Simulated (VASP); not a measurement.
# Ti3H (Fd-3m) in VASP: single point with PBE

Aim: the single point of Ti3H with PBE.

Program: VASP 6.6.1. These are calculated values, not measurements. Logs are shortened: lines on timing, memory, paths and dates and some standing lists are left out, and cuts for length are marked.

## Step 1: The cell of the first run

It takes space group Fd-3m (No. 227, cubic). Conventional cell: a = 7.725 Å, b = 7.725 Å, c = 7.725 Å, α = 90.00°, β = 90.00°, γ = 90.00°. Within 2.2 Å of Ti (site symmetry -3m) lie 2 Ti at 1.67 Å. Within 2.2 Å of Ti (site symmetry -43m) lie 4 Ti at 1.67 Å. Within 4.2 Å of H (site symmetry -43m) lie 22 Ti at 3.20 to 3.86 Å and 4 H at 3.35 Å.

The cell was generated, and may not be a known phase.

## Step 2: Single point, PBE

The input, INCAR:

```
SYSTEM = Ti3H
PREC     = Accurate       ! precision mode
ENCUT    = 1230           ! plane-wave cutoff, eV
EDIFF    = 1E-6           ! SCF threshold, eV
ISMEAR   = 0              ! smearing method
SIGMA    = 0.1            ! smearing width, eV
LREAL    = .False.        ! projectors in reciprocal space
LASPH    = .True.         ! aspherical terms in the spheres
NELM     = 120            ! most SCF steps
ALGO     = Normal         ! electronic algorithm
ISIF     = 2              ! what is computed and relaxed
LWAVE    = .False.        ! write WAVECAR
LCHARG   = .False.        ! write CHGCAR
GGA      = PE             ! functional
NBANDS   = 47             ! bands
GGA_COMPAT= .False.
```

The input, KPOINTS:

```
regular mesh
0
Gamma
  4 4 4
  0 0 0
```

The input, POSCAR:

```
Ti3H
1.0
    0.0000000000      3.8626369600      3.8626369600
    3.8626369600      0.0000000000      3.8626369600
    3.8626369600      3.8626369600      0.0000000000
Ti H
6 2
Direct
    0.6250000000      0.6250000000      0.6250000000
    0.6250000000      0.6250000000      0.1250000000
    0.6250000000      0.1250000000      0.6250000000
    0.1250000000      0.6250000000      0.6250000000
    0.7500000000      0.7500000000      0.7500000000
    0.5000000000      0.5000000000      0.5000000000
    0.0000000000      0.0000000000      0.0000000000
    0.2500000000      0.2500000000      0.2500000000
```

Potentials or basis: VASP PAW PBE potentials, release 64 (Ti_sv, H_h).

Started as:

```bash
cat potpaw_PBE.64/Ti_sv/POTCAR potpaw_PBE.64/H_h/POTCAR > POTCAR
mpirun -np 1 vasp_std > vasp.out
```

OUTCAR:

```text
SYSTEM = Ti3H
   PREC = Accurate
   ENCUT = 1230
   EDIFF = 1E-6
   ISMEAR = 0
   LREAL = .False.
   LASPH = .True.
   NELM = 120
   ISIF = 2
   GGA = PE

 ion  position               nearest neighbor table
   1  0.625  0.625  0.625-   5 1.67   6 1.67   4 2.73   2 2.73   3 2.73   2 2.73   3 2.73   4 2.73

   2  0.625  0.625  0.125-   5 1.67   6 1.67   1 2.73   1 2.73   3 2.73   4 2.73   3 2.73   4 2.73

   3  0.625  0.125  0.625-   5 1.67   6 1.67   1 2.73   2 2.73   1 2.73   2 2.73   4 2.73   4 2.73

   4  0.125  0.625  0.625-   5 1.67   6 1.67   1 2.73   2 2.73   3 2.73   1 2.73   2 2.73   3 2.73

   5  0.750  0.750  0.750-   1 1.67   2 1.67   3 1.67   4 1.67
   6  0.500  0.500  0.500-   1 1.67   2 1.67   3 1.67   4 1.67
   7  0.000  0.000  0.000-
   8  0.250  0.250  0.250-

  LATTYP: Found a face centered cubic cell.
 ALAT       =     7.7252739200

  Lattice vectors:

 A1 = (   0.0000000000,   3.8626369600,   3.8626369600)
 A2 = (   3.8626369600,   0.0000000000,   3.8626369600)
 A3 = (   3.8626369600,   3.8626369600,   0.0000000000)

Analysis of symmetry for initial positions (statically):
=====================================================================
 Subroutine PRICEL returns:
 Original cell was already a primitive cell.

 Routine SETGRP: Setting up the symmetry group for a
 face centered cubic supercell.

 Subroutine GETGRP returns: Found 48 space group operations
 (whereof 24 operations were pure point group operations)
 out of a pool of 48 trial point group operations.

The static configuration has the point symmetry T_d .
 The point group associated with its full space group is O_h .

Analysis of symmetry for dynamics (positions and initial velocities):
=====================================================================
 Subroutine PRICEL returns:
 Original cell was already a primitive cell.

 Routine SETGRP: Setting up the symmetry group for a
 face centered cubic supercell.

 Subroutine GETGRP returns: Found 48 space group operations
 (whereof 24 operations were pure point group operations)
 out of a pool of 48 trial point group operations.

The dynamic configuration has the point symmetry T_d .
 The point group associated with its full space group is O_h .

 Subroutine INISYM returns: Found 48 space group operations
 (whereof 24 operations are pure point group operations),
 and found     1 'primitive' translations

----------------------------------------------------------------------------------------

                                     Primitive cell

  volume of cell :     115.2608

  direct lattice vectors                    reciprocal lattice vectors
     0.000000000  3.862636960  3.862636960    -0.129445248  0.129445248  0.129445248
     3.862636960  0.000000000  3.862636960     0.129445248 -0.129445248  0.129445248
     3.862636960  3.862636960  0.000000000     0.129445248  0.129445248 -0.129445248

  length of vectors
     5.462593575  5.462593575  5.462593575     0.224205747  0.224205747  0.224205747

  position of ions in fractional coordinates (direct lattice)
     0.625000000  0.625000000  0.625000000
     0.625000000  0.625000000  0.125000000
     0.625000000  0.125000000  0.625000000
     0.125000000  0.625000000  0.625000000
     0.750000000  0.750000000  0.750000000
     0.500000000  0.500000000  0.500000000
     0.000000000  0.000000000  0.000000000
     0.250000000  0.250000000  0.250000000

  ion indices of the primitive-cell ions
   primitive index   ion index
                 1           1
                 2           2
                 3           3
                 4           4
                 5           5
                 6           6
                 7           7
                 8           8

----------------------------------------------------------------------------------------

 KPOINTS: regular mesh

Automatic generation of k-mesh.
 Grid dimensions read from file:
 generate k-points for:    4    4    4

 Generating k-lattice:

  Cartesian coordinates                     Fractional coordinates (reciprocal lattice)
    -0.032361312  0.032361312  0.032361312     0.250000000  0.000000000  0.000000000
     0.032361312 -0.032361312  0.032361312     0.000000000  0.250000000  0.000000000
     0.032361312  0.032361312 -0.032361312     0.000000000  0.000000000  0.250000000

  Length of vectors
     0.056051437  0.056051437  0.056051437

  Shift w.r.t. Gamma in fractional coordinates (k-lattice)
     0.000000000  0.000000000  0.000000000

 Subroutine IBZKPT returns following result:
 ===========================================

 Found      8 irreducible k-points:

 Following reciprocal coordinates:
            Coordinates               Weight
  0.000000  0.000000  0.000000      1.000000
  0.250000  0.000000  0.000000      8.000000
  0.500000  0.000000  0.000000      4.000000
  0.250000  0.250000  0.000000      6.000000
  0.500000  0.250000  0.000000     24.000000
 -0.250000  0.250000  0.000000     12.000000
  0.500000  0.500000  0.000000      3.000000
 -0.250000  0.500000  0.250000      6.000000
   k-points           NKPTS =      8   k-points in BZ     NKDIM =      8   number of bands    NBANDS=     47
   number of dos      NEDOS =    301   number of ions     NIONS =      8
   total plane-waves  NPLWV = 262144
   dimension x,y,z NGX =    64 NGY =   64 NGZ =   64
   dimension x,y,z NGXF=   128 NGYF=  128 NGZF=  128
   ions per type =               6   2
   NGX,Y,Z   is equivalent  to a cutoff of  19.48, 19.48, 19.48 a.u.
   NGXF,Y,Z  is equivalent  to a cutoff of  38.95, 38.95, 38.95 a.u.
 SYSTEM =  Ti3H
   PREC   = accura    normal or accurate (medium, high low for compatibility)
   ISTART =      0    job   : 0-new  1-cont  2-samecut
   ICHARG =      2    charge: 1-file 2-atom 10-const
   ISPIN  =      1    spin polarized calculation?
   LNONCOLLINEAR =      F non collinear calculations
   LSORBIT =      F    spin-orbit coupling
   LASPH  =      T    aspherical Exc in radial PAW
   ENCUT  = 1230.0 eV  90.40 Ry    9.51 a.u.  15.62 15.62 15.62*2*pi/ulx,y,z
   NELM   =    120;   NELMIN=  2; NELMDL= -5     # of ELM steps
   EDIFF  = 0.1E-05   stopping-criterion for ELM
   LREAL  =      F    real-space projection
   EDIFFG = 0.1E-04   stopping-criterion for IOM
   NSW    =      0    number of steps for IOM
   IBRION =     -1    ionic relax: 0-MD 1-quasi-New 2-CG
   NFREE  =      0    steps in history (QN), initial steepest desc. (CG)
   ISIF   =      2    stress and relaxation
   ISYM   =      2    0-nonsym 1-usesym 2-fastsym
   POTIM  = 0.5000    time-step for ionic-motion
   TEBEG  =    0.0;   TEEND  =   0.0 temperature during run
   PSTRESS=    0.0 pullay stress
   NELECT =      74.0000    total number of electrons
   NUPDOWN=      -1.0000    fix difference up-down
   EMIN   =  10.00;   EMAX   =-10.00  energy-range for DOS
   EFERMI =   0.00;   METHOD = LEGACY
   ISMEAR =     0;   SIGMA  =   0.10  broadening in eV -4-tet -1-fermi 0-gaus
   EFERMI_NEDOS =   21; number of points for ismear=-14 and -15
   IALGO  =     38    algorithm
   IMIX   =      4    mixing-type and parameters
     AMIX     =   0.40;   BMIX     =  1.00
     AMIX_MAG =   1.60;   BMIX_MAG =  1.00
  volume/ion in A,a.u.               =      14.41        97.23
  Fermi-wavevector in a.u.,A,eV,Ry     =   1.412293  2.668847 27.137798  1.994572
  Thomas-Fermi vector in A             =   2.534057
   LORBIT       =      0    0 simple, 1 ext, 2 COOP (PROOUT), +10 PAW based schemes
   GGA     = PE    functional components
   LHFCALC =     F    Hartree Fock is set to
   AEXX    =    0.0000 exact exchange contribution
   IVDW    =     0    specifies the selected vdW correction
   LEPSILON=     F    determine dielectric tensor
   LRPA    =     F    only Hartree local field effects (RPA)
 non-spin polarized calculation
 Gauss-broadening in eV      SIGMA  =   0.10
  energy-cutoff  :     1230.00
  volume of cell :      115.26
 maximum number of plane-waves:     11320
 NGX is ok and might be reduce to    64
   NGX = 31   NGY = 31   NGZ = 31

 number of electron      73.9999999 magnetization

 Free energy of the ion-electron system (eV)
  ---------------------------------------------------
  ext. energy  EPLUGINS =         0.00000000
  ---------------------------------------------------
  free energy    TOTEN  =        -9.92366821 eV

  energy without entropy =       -9.87577530  energy(sigma->0) =       -9.89972176

 E-fermi :   6.5894     XC(G=0): -10.3270

 val. band max:        6.5230109156   @ k =   0.5000   0.2500   0.0000
 cond. band min:       6.6163347571   @ k =   0.5000   0.2500   0.0000
 fundamental gap:      0.0933238415
 Fermi energy:         6.5893549181

 k-point     1 :       0.0000    0.0000    0.0000
  band No.  band energies     occupation
      1     -53.7586      2.00000
      2     -50.9214      2.00000
      3     -50.9214      2.00000
      4     -50.9214      2.00000
      5     -50.8077      2.00000
      6     -46.1548      2.00000
[... 39 lines left out ...]
     46       9.4588      0.00000
     47       9.5060      0.00000

 k-point     2 :       0.2500    0.0000    0.0000
  band No.  band energies     occupation
      1     -53.6262      2.00000
      2     -51.9178      2.00000
      3     -50.9215      2.00000
      4     -50.9215      2.00000
      5     -49.6514      2.00000
      6     -46.5172      2.00000
[... 39 lines left out ...]
     46       9.3406      0.00000
     47       9.3406      0.00000

 k-point     3 :       0.5000    0.0000    0.0000
  band No.  band energies     occupation
      1     -53.4249      2.00000
      2     -52.4385      2.00000
      3     -50.9217      2.00000
      4     -50.9217      2.00000
      5     -48.9000      2.00000
      6     -47.0172      2.00000
[... 239 lines left out ...]
     46       8.9095      0.00000
     47       9.1620      0.00000

 k-point     8 :      -0.2500    0.5000    0.2500
  band No.  band energies     occupation
      1     -53.0109      2.00000
      2     -53.0109      2.00000
      3     -50.9220      2.00000
      4     -50.9220      2.00000
      5     -47.9014      2.00000
      6     -47.9014      2.00000
[... 39 lines left out ...]
     46       8.3485      0.00000
     47       9.7798      0.00000

------------------------ aborting loop because EDIFF is reached ----------------------------------------

  FORCE on cell =-STRESS in cart. coord.  units (eV):
  Direction    XX          YY          ZZ          XY          YZ          ZX
  --------------------------------------------------------------------------------------
  -------------------------------------------------------------------------------------
  Total       87.1114053     87.1114053     87.1114053      0.0000000      0.0000000      0.0000000
  in kB     1210.8878781   1210.8878781   1210.8878781      0.0000000      0.0000000      0.0000000
  external PRESSURE =    1210.8878781 kB  Pullay stress =       0.0000000 kB

 VOLUME and BASIS-vectors are now :
 -----------------------------------------------------------------------------
  energy-cutoff  :     1230.00
  volume of cell :      115.26
      direct lattice vectors                 reciprocal lattice vectors
     0.000000000  3.862636960  3.862636960    -0.129445248  0.129445248  0.129445248
     3.862636960  0.000000000  3.862636960     0.129445248 -0.129445248  0.129445248
     3.862636960  3.862636960  0.000000000     0.129445248  0.129445248 -0.129445248

 POSITION                                       TOTAL-FORCE (eV/Angst)
 -----------------------------------------------------------------------------------
      4.82830      4.82830      4.82830         0.000000     -0.000000      0.000000
      2.89698      2.89698      4.82830         0.000000     -0.000000      0.000000
      2.89698      4.82830      2.89698         0.000000     -0.000000      0.000000
      4.82830      2.89698      2.89698        -0.000000     -0.000000      0.000000
      5.79396      5.79396      5.79396        -0.000000     -0.000000      0.000000
      3.86264      3.86264      3.86264         0.000000      0.000000     -0.000000
      0.00000      0.00000      0.00000        -0.000000     -0.000000      0.000000
      1.93132      1.93132      1.93132         0.000000     -0.000000      0.000000
 -----------------------------------------------------------------------------------
    total drift:                               -0.000000     -0.000000     -0.000000

  FREE ENERGIE OF THE ION-ELECTRON SYSTEM (eV)
  ---------------------------------------------------
  free  energy   TOTEN  =        -9.9236682119 eV

  energy  without entropy=       -9.8757753041  energy(sigma->0) =       -9.89972176
```

Wall time 10 min (1 thread of Intel Xeon Platinum 8259CL at 2.50GHz (Skylake/Cascade Lake), shared host); peak memory 0.6 GiB.

Results:

```
Free energy            : -9.9237 eV
Pressure               : 121.1 GPa
Band gap on the k mesh : zero (bands 37 and 38 overlap by 1.50 eV)
```

Levels at points of the mesh, in eV from the Fermi level:
```csv
k point,band 34,band 35,band 36,band 37,band 38,band 39,band 40,band 41
"(0.00, 0.00, 0.00)",-1.08,0.41,0.41,0.87,0.87,0.87,1.38,1.50
"(0.50, 0.00, 0.00)",-1.02,-1.02,-0.83,-0.39,0.05,0.05,0.69,1.44
"(0.50, 0.50, 0.00)",-2.81,-1.01,-1.01,-0.21,-0.21,0.35,0.35,0.60
```

Caveat: atoms lie so close that the PAW spheres overlap strongly, which falsifies energies and pressures; the cell stands under pressure.

The gap in the log of VASP goes by the Fermi energy; the results here count the filled bands.